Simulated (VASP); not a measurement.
# MgO (Periclase) (I4/mmm) in VASP: a series of runs

MgO (Periclase) is run at these levels: PBE; tasks: single point.

Everything below comes from runs of VASP 6.6.1. Logs are shortened: lines on timing, memory, paths and dates and some standing lists are left out, and cuts for length are marked.

### Step 1. The cell of the first run

It takes space group I4/mmm (No. 139, tetragonal). Conventional cell: a = 2.952 Å, b = 2.952 Å, c = 4.217 Å, α = 90.00°, β = 90.00°, γ = 90.00°. Within 2.8 Å of Mg (site symmetry 4/mmm) lie 6 O at 2.09 to 2.11 Å. O (site symmetry 4/mmm) has 6 Mg at 2.09 to 2.11 Å within 2.8 Å.

### Step 2. Single point, PBE

Contents of INCAR:

```
ALGO     = Normal         # electronic algorithm
EDIFF    = 1E-6           # SCF threshold, eV
ENCUT    = 600            # plane-wave cutoff, eV
GGA      = PE             # functional
GGA_COMPAT= F            
ISIF     = 2              # what is computed and relaxed
ISMEAR   = 0              # smearing method
LASPH    = T              # aspherical terms in the spheres
LCHARG   = F              # write CHGCAR
LREAL    = F              # projectors in reciprocal space
LWAVE    = F              # write WAVECAR
NBANDS   = 11             # bands
NELM     = 120            # most SCF steps
PREC     = Accurate       # precision mode
SIGMA    = 0.02           # smearing width, eV
```

Contents of KPOINTS:

```
k-points
0
Gamma
  8 8 8
```

Contents of POSCAR:

```
MgO
1.0
    0.0000000000      2.0874150000      2.1085000000
    2.0874150000      0.0000000000      2.1085000000
    2.0874150000      2.0874150000      0.0000000000
Mg O
1 1
Direct
    0.0000000000      0.0000000000      0.0000000000
    0.5000000000      0.5000000000      0.5000000000
```

Potentials or basis: VASP PAW PBE potentials, release 64 (Mg, O).

Launch:

```
$ cat potpaw_PBE.64/Mg/POTCAR potpaw_PBE.64/O/POTCAR > POTCAR
$ mpirun -np 1 vasp_std > vasp.out
```

OUTCAR:

```text
EDIFF = 1E-6
   ENCUT = 600
   GGA = PE
   ISIF = 2
   ISMEAR = 0
   LASPH = T
   LREAL = F
   NELM = 120
   PREC = Accurate

 ion  position               nearest neighbor table
   1  0.000  0.000  0.000-   2 2.09   2 2.09   2 2.09   2 2.09   2 2.11   2 2.11
   2  0.500  0.500  0.500-   1 2.09   1 2.09   1 2.09   1 2.09   1 2.11   1 2.11

  LATTYP: Found a body centered tetragonal cell.
 ALAT       =     2.9520506033
 C/A-ratio  =     1.4284985479

  Lattice vectors:

 A1 = (  -2.0874150000,   0.0000000000,   2.1085000000)
 A2 = (   2.0874150000,   0.0000000000,   2.1085000000)
 A3 = (   0.0000000000,   2.0874150000,  -2.1085000000)

Analysis of symmetry for initial positions (statically):
=====================================================================
 Subroutine PRICEL returns:
 Original cell was already a primitive cell.

 Routine SETGRP: Setting up the symmetry group for a
 body centered tetragonal supercell.

 Subroutine GETGRP returns: Found 16 space group operations
 (whereof 16 operations were pure point group operations)
 out of a pool of 16 trial point group operations.

The static configuration has the point symmetry D_4h.

Analysis of symmetry for dynamics (positions and initial velocities):
=====================================================================
 Subroutine PRICEL returns:
 Original cell was already a primitive cell.

 Routine SETGRP: Setting up the symmetry group for a
 body centered tetragonal supercell.

 Subroutine GETGRP returns: Found 16 space group operations
 (whereof 16 operations were pure point group operations)
 out of a pool of 16 trial point group operations.

The dynamic configuration has the point symmetry D_4h.

 Subroutine INISYM returns: Found 16 space group operations
 (whereof 16 operations are pure point group operations),
 and found     1 'primitive' translations

----------------------------------------------------------------------------------------

                                     Primitive cell

  volume of cell :      18.3747

  direct lattice vectors                    reciprocal lattice vectors
     0.000000000  2.087415000  2.108500000    -0.239530711  0.239530711  0.237135404
     2.087415000  0.000000000  2.108500000     0.239530711 -0.239530711  0.237135404
     2.087415000  2.087415000  0.000000000     0.239530711  0.239530711 -0.237135404

  length of vectors
     2.966997410  2.966997410  2.952050603     0.413501056  0.413501056  0.413501056

  position of ions in fractional coordinates (direct lattice)
     0.000000000  0.000000000  0.000000000
     0.500000000  0.500000000  0.500000000

  ion indices of the primitive-cell ions
   primitive index   ion index
                 1           1
                 2           2

----------------------------------------------------------------------------------------

 KPOINTS: k-points

Automatic generation of k-mesh.
 Grid dimensions read from file:
 generate k-points for:    8    8    8

 Generating k-lattice:

  Cartesian coordinates                     Fractional coordinates (reciprocal lattice)
    -0.029941339  0.029941339  0.029641926     0.125000000 -0.000000000  0.000000000
     0.029941339 -0.029941339  0.029641926    -0.000000000  0.125000000  0.000000000
     0.029941339  0.029941339 -0.029641926     0.000000000  0.000000000  0.125000000

  Length of vectors
     0.051687632  0.051687632  0.051687632

  Shift w.r.t. Gamma in fractional coordinates (k-lattice)
     0.000000000  0.000000000  0.000000000

 Subroutine IBZKPT returns following result:
 ===========================================

 Found     59 irreducible k-points:

 Following reciprocal coordinates:
            Coordinates               Weight
  0.000000  0.000000  0.000000      1.000000
  0.125000  0.000000  0.000000      8.000000
  0.250000  0.000000  0.000000      8.000000
  0.375000  0.000000  0.000000      8.000000
  0.500000  0.000000  0.000000      4.000000
  0.125000  0.125000  0.000000      2.000000
[... 16 lines left out ...]
  0.250000  0.000000  0.125000     16.000000
  0.375000  0.000000  0.125000     16.000000
 [... further k-points ...]
   k-points           NKPTS =     59   k-points in BZ     NKDIM =     59   number of bands    NBANDS=     11
   number of dos      NEDOS =    301   number of ions     NIONS =      2
   total plane-waves  NPLWV =  13824
   dimension x,y,z NGX =    24 NGY =   24 NGZ =   24
   dimension x,y,z NGXF=    48 NGYF=   48 NGZF=   48
   ions per type =               1   1
   NGX,Y,Z   is equivalent  to a cutoff of  13.45, 13.45, 13.52 a.u.
   NGXF,Y,Z  is equivalent  to a cutoff of  26.90, 26.90, 27.03 a.u.
 SYSTEM =  unknown system
   PREC   = accura    normal or accurate (medium, high low for compatibility)
   ISTART =      0    job   : 0-new  1-cont  2-samecut
   ICHARG =      2    charge: 1-file 2-atom 10-const
   ISPIN  =      1    spin polarized calculation?
   LNONCOLLINEAR =      F non collinear calculations
   LSORBIT =      F    spin-orbit coupling
   LASPH  =      T    aspherical Exc in radial PAW
   ENCUT  =  600.0 eV  44.10 Ry    6.64 a.u.   5.93  5.93  5.90*2*pi/ulx,y,z
   NELM   =    120;   NELMIN=  2; NELMDL= -5     # of ELM steps
   EDIFF  = 0.1E-05   stopping-criterion for ELM
   LREAL  =      F    real-space projection
   EDIFFG = 0.1E-04   stopping-criterion for IOM
   NSW    =      0    number of steps for IOM
   IBRION =     -1    ionic relax: 0-MD 1-quasi-New 2-CG
   NFREE  =      0    steps in history (QN), initial steepest desc. (CG)
   ISIF   =      2    stress and relaxation
   ISYM   =      2    0-nonsym 1-usesym 2-fastsym
   POTIM  = 0.5000    time-step for ionic-motion
   TEBEG  =    0.0;   TEEND  =   0.0 temperature during run
   PSTRESS=    0.0 pullay stress
   NELECT =       8.0000    total number of electrons
   NUPDOWN=      -1.0000    fix difference up-down
   EMIN   =  10.00;   EMAX   =-10.00  energy-range for DOS
   EFERMI =   0.00;   METHOD = LEGACY
   ISMEAR =     0;   SIGMA  =   0.02  broadening in eV -4-tet -1-fermi 0-gaus
   EFERMI_NEDOS =   21; number of points for ismear=-14 and -15
   IALGO  =     38    algorithm
   IMIX   =      4    mixing-type and parameters
     AMIX     =   0.40;   BMIX     =  1.00
     AMIX_MAG =   1.60;   BMIX_MAG =  1.00
  volume/ion in A,a.u.               =       9.19        62.00
  Fermi-wavevector in a.u.,A,eV,Ry     =   1.240788  2.344750 20.946932  1.539556
  Thomas-Fermi vector in A             =   2.375214
   LORBIT       =      0    0 simple, 1 ext, 2 COOP (PROOUT), +10 PAW based schemes
   GGA     = PE    functional components
   LHFCALC =     F    Hartree Fock is set to
   AEXX    =    0.0000 exact exchange contribution
   IVDW    =     0    specifies the selected vdW correction
   LEPSILON=     F    determine dielectric tensor
   LRPA    =     F    only Hartree local field effects (RPA)
 non-spin polarized calculation
 Gauss-broadening in eV      SIGMA  =   0.02
  energy-cutoff  :      600.00
  volume of cell :       18.37
 maximum number of plane-waves:       636
   NGX = 11   NGY = 11   NGZ = 11

 number of electron       8.0000003 magnetization

 Free energy of the ion-electron system (eV)
  ---------------------------------------------------
  ext. energy  EPLUGINS =         0.00000000
  ---------------------------------------------------
  free energy    TOTEN  =       -11.89740870 eV

  energy without entropy =      -11.89740870  energy(sigma->0) =      -11.89740870

 E-fermi :   3.4474     XC(G=0): -11.1569

 val. band max:        3.3242507880   @ k =   0.0000   0.0000   0.0000
 cond. band min:       8.2006221076   @ k =   0.0000   0.0000   0.0000
 fundamental gap:      4.8763713196
 Fermi energy:         3.4474491848

 k-point     1 :       0.0000    0.0000    0.0000
  band No.  band energies     occupation
      1     -14.0381      2.00000
      2       3.3033      2.00000
      3       3.3033      2.00000
      4       3.3243      2.00000
      5       8.2006      0.00000
      6      19.1364      0.00000
      7      19.2437      0.00000
      8      19.2437      0.00000
      9      23.1677      0.00000
     10      24.7973      0.00000
     11      25.1278      0.00000

 k-point     2 :       0.1250    0.0000    0.0000
  band No.  band energies     occupation
      1     -13.8702      2.00000
      2       2.3503      2.00000
      3       3.2003      2.00000
      4       3.2082      2.00000
      5       9.1126      0.00000
      6      17.5227      0.00000
      7      19.5356      0.00000
      8      19.6176      0.00000
      9      23.8834      0.00000
     10      24.1598      0.00000
     11      25.3857      0.00000

 k-point     3 :       0.2500    0.0000    0.0000
  band No.  band energies     occupation
      1     -13.4332      2.00000
      2       0.6205      2.00000
      3       2.9571      2.00000
      4       2.9626      2.00000
      5      10.5521      0.00000
      6      15.9939      0.00000
      7      20.0273      0.00000
      8      20.1811      0.00000
      9      23.5507      0.00000
     10      23.7108      0.00000
     11      25.5834      0.00000

 k-point     4 :       0.3750    0.0000    0.0000
  band No.  band energies     occupation
      1     -12.9390      2.00000
      2      -0.8160      2.00000
      3       2.7213      2.00000
      4       2.7387      2.00000
      5      11.2346      0.00000
      6      15.8500      0.00000
      7      19.8513      0.00000
      8      20.0683      0.00000
      9      24.7542      0.00000
     10      24.9396      0.00000
     11      24.9919      0.00000
[... 239 lines left out ...]
 k-point    22 :       0.1250    0.0000    0.1250
  band No.  band energies     occupation
      1     -13.8149      2.00000
      2       2.2640      2.00000
      3       3.0589      2.00000
      4       3.0883      2.00000
      5       9.4094      0.00000
      6      17.0016      0.00000
      7      19.7024      0.00000
      8      19.7563      0.00000
      9      22.4316      0.00000
     10      25.3702      0.00000
     11      26.4833      0.00000

 k-point    23 :       0.2500    0.0000    0.1250
  band No.  band energies     occupation
      1     -13.4722      2.00000
      2       1.0161      2.00000
      3       2.8042      2.00000
      4       2.8264      2.00000
      5      10.7068      0.00000
      6      15.6477      0.00000
      7      19.8791      0.00000
      8      20.2643      0.00000
      9      21.5598      0.00000
     10      25.3415      0.00000
     11      27.6082      0.00000

 k-point    24 :       0.3750    0.0000    0.1250
  band No.  band energies     occupation
      1     -12.9992      2.00000
      2      -0.3376      2.00000
      3       2.4419      2.00000
      4       2.5928      2.00000
      5      11.7451      0.00000
      6      15.3451      0.00000
      7      18.9377      0.00000
      8      20.3461      0.00000
      9      22.8346      0.00000
     10      26.0003      0.00000
     11      27.0576      0.00000

 [... further k-points ...]
[... 5 lines left out ...]
  --------------------------------------------------------------------------------------
  -------------------------------------------------------------------------------------
  Total        0.8464424      0.8464424      0.5825209      0.0000000      0.0000000     -0.0000000
  in kB       73.8051705     73.8051705     50.7926518      0.0000000      0.0000000     -0.0000000
  external PRESSURE =      66.1343309 kB  Pullay stress =       0.0000000 kB

 VOLUME and BASIS-vectors are now :
 -----------------------------------------------------------------------------
  energy-cutoff  :      600.00
  volume of cell :       18.37
      direct lattice vectors                 reciprocal lattice vectors
     0.000000000  2.087415000  2.108500000    -0.239530711  0.239530711  0.237135404
     2.087415000  0.000000000  2.108500000     0.239530711 -0.239530711  0.237135404
     2.087415000  2.087415000  0.000000000     0.239530711  0.239530711 -0.237135404

 POSITION                                       TOTAL-FORCE (eV/Angst)
 -----------------------------------------------------------------------------------
      0.00000      0.00000      0.00000         0.000000     -0.000000      0.000000
      2.08742      2.08742      2.10850        -0.000000      0.000000     -0.000000
 -----------------------------------------------------------------------------------
    total drift:                               -0.000000     -0.000000      0.000000

  FREE ENERGIE OF THE ION-ELECTRON SYSTEM (eV)
  ---------------------------------------------------
  free  energy   TOTEN  =       -11.8974087014 eV

  energy  without entropy=      -11.8974087014  energy(sigma->0) =      -11.89740870
```

It took 13 s on 1 thread of AMD EPYC 7R13 (Zen 3), shared host; peak memory 0.12 GiB.

Results:

```yaml
Free_energy: -11.8974 eV
Pressure: 6.6 GPa
Band_gap_on_the_k_mesh: 4.88 eV, direct
```

### Step 3. Single point, PBE

This run uses another cell than the first one, of 9.25 Å³/atom, 1.007 times its volume.

Contents of INCAR:

```
SYSTEM = MgO
PREC     = Accurate       ! precision mode
ENCUT    = 600            ! plane-wave cutoff, eV
EDIFF    = 1E-6           ! SCF threshold, eV
ISMEAR   = 0              ! smearing method
SIGMA    = 0.02           ! smearing width, eV
LREAL    = .False.        ! projectors in reciprocal space
LASPH    = .True.         ! aspherical terms in the spheres
NELM     = 120            ! most SCF steps
ALGO     = Normal         ! electronic algorithm
ISIF     = 2              ! what is computed and relaxed
LWAVE    = .False.        ! write WAVECAR
LCHARG   = .False.        ! write CHGCAR
GGA      = PE             ! functional
NBANDS   = 11             ! bands
GGA_COMPAT= .False.
```

Contents of KPOINTS:

```
Automatic mesh
0
Gamma
  8 8 8
  0 0 0
```

Contents of POSCAR:

```
MgO
1.0
    0.0000000000      2.0944433333      2.1085000000
    2.0944433333      0.0000000000      2.1085000000
    2.0944433333      2.0944433333      0.0000000000
Mg O
1 1
Direct
    0.0000000000      0.0000000000      0.0000000000
    0.5000000000      0.5000000000      0.5000000000
```

Potentials or basis: VASP PAW PBE potentials, release 64 (Mg, O).

Launch:

```
$ cat potpaw_PBE.64/Mg/POTCAR potpaw_PBE.64/O/POTCAR > POTCAR
$ mpirun -np 1 vasp_std > vasp.out
```

Run time: 16 s. Hardware: 1 thread of AMD EPYC 7R13 (Zen 3), shared host; peak memory 0.11 GiB.

The run converged. Its results:

```
Free energy            : -11.9029 eV
Pressure               : 5.4 GPa
Band gap on the k mesh : 4.81 eV, direct
```

Stress tensor (GPa, compression positive):
```
5.90 0.00 0.00
0.00 5.90 0.00
0.00 0.00 4.41
```

Levels at points of the mesh, in eV from the valence-band top:
```
           k point  band 1  band 2  band 3  band 4  band 5  band 6  band 7  band 8  band 9
(0.00, 0.00, 0.00)  -17.32   -0.01   -0.01    0.00    4.81   15.80   15.87   15.87   19.79
(0.50, 0.00, 0.00)  -16.01   -4.67   -0.68   -0.67    7.95   12.71   16.33   16.48   21.03
(0.50, 0.50, 0.00)  -15.77   -4.15   -1.35   -1.35    9.17   10.08   13.14   19.17   19.17
(0.50, 0.00, 0.50)  -15.75   -4.13   -1.40   -1.36    9.10   10.07   13.22   19.02   19.15
```

As with any semilocal functional, this PBE gap is likely too small.

### Step 4. Single point, PBE

This run uses another cell than the first one, of 9.31 Å³/atom, 1.014 times its volume.

Contents of INCAR:

```
SYSTEM = MgO
ALGO = Normal
EDIFF = 1E-6
ENCUT = 600
GGA = PE
GGA_COMPAT = .False.
ISIF = 2
ISMEAR = 0
LASPH = .True.
LCHARG = .False.
LREAL = .False.
LWAVE = .False.
NBANDS = 11
NELM = 120
PREC = Accurate
SIGMA = 0.02
```

Contents of KPOINTS:

```
k-points
0
Gamma
  8 8 8
  0 0 0
```

Contents of POSCAR:

```
MgO
1.0
    0.0000000000      2.1014716667      2.1085000000
    2.1014716667      0.0000000000      2.1085000000
    2.1014716667      2.1014716667      0.0000000000
Mg O
1 1
Direct
    0.0000000000      0.0000000000      0.0000000000
    0.5000000000      0.5000000000      0.5000000000
```

Launch:

```
$ cat potpaw_PBE.64/Mg/POTCAR potpaw_PBE.64/O/POTCAR > POTCAR
$ mpirun -np 1 vasp_std > vasp.out
```

Wall time 14 s (1 thread of AMD EPYC 7R13 (Zen 3), shared host); peak memory 0.12 GiB.

It converged, with:

```
Free energy            : -11.9072 eV
Pressure               : 4.2 GPa
Band gap on the k mesh : 4.75 eV, direct
```

Stress tensor (GPa, compression positive):
```
4.47 0.00 0.00
0.00 4.47 0.00
0.00 0.00 3.76
```

Levels at points of the mesh, in eV from the valence-band top:
```tsv
k point	band 1	band 2	band 3	band 4	band 5	band 6	band 7	band 8	band 9
(0.00, 0.00, 0.00)	-17.28	-0.01	-0.01	0.00	4.75	15.79	15.83	15.83	19.74
(0.50, 0.00, 0.00)	-15.99	-4.63	-0.66	-0.66	7.91	12.64	16.30	16.38	20.94
(0.50, 0.50, 0.00)	-15.74	-4.11	-1.35	-1.35	9.14	10.00	13.10	19.04	19.04
(0.50, 0.00, 0.50)	-15.73	-4.10	-1.37	-1.35	9.11	10.00	13.14	18.97	19.04
```

Expect the measured gap to be larger: semilocal functionals such as PBE lack the derivative discontinuity.

(Part 1 of 2 ends here.)
